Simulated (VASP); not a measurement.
A run of VASP 6.6.1:

The input INCAR:

```
SYSTEM = La
ALGO = Normal
EDIFF = 1E-6
EDIFFG = -0.01
ENCUT = 600
GGA = RP
IBRION = 2
ISIF = 3
ISMEAR = -1
LASPH = .TRUE.
LCHARG = .FALSE.
LREAL = .FALSE.
LWAVE = .FALSE.
NELM = 80
NSW = 80
PREC = Accurate
SIGMA = 0.1
```

KPOINTS

```
k-points
0
G
  9 9 9
  0 0 0
```

POSCAR

```
La
1.0
    3.4315615435      0.0000000000      0.0000000000
    0.0000000000      3.4315615435      0.0000000000
    0.0000000000      0.0000000000      3.4315615435
La
1
Direct
    0.0000000000      0.0000000000      0.0000000000
```

Potentials or basis: VASP PAW PBE potentials, release 64 (La).

The run is started by

```sh
$ cat potpaw_PBE.64/La/POTCAR > POTCAR
$ mpirun -np 1 vasp_std > vasp.out
```

Hardware: 1 thread of Intel(R) Xeon(R) Platinum 8488C (Sapphire Rapids) (shared host).

Estimate the wall time of this run.

Wall time 34 s on 1 thread of Intel(R) Xeon(R) Platinum 8488C (Sapphire Rapids) (shared host), peak memory 0.18 GiB. Counts: scf iterations 26, k points 35, ion steps 3.
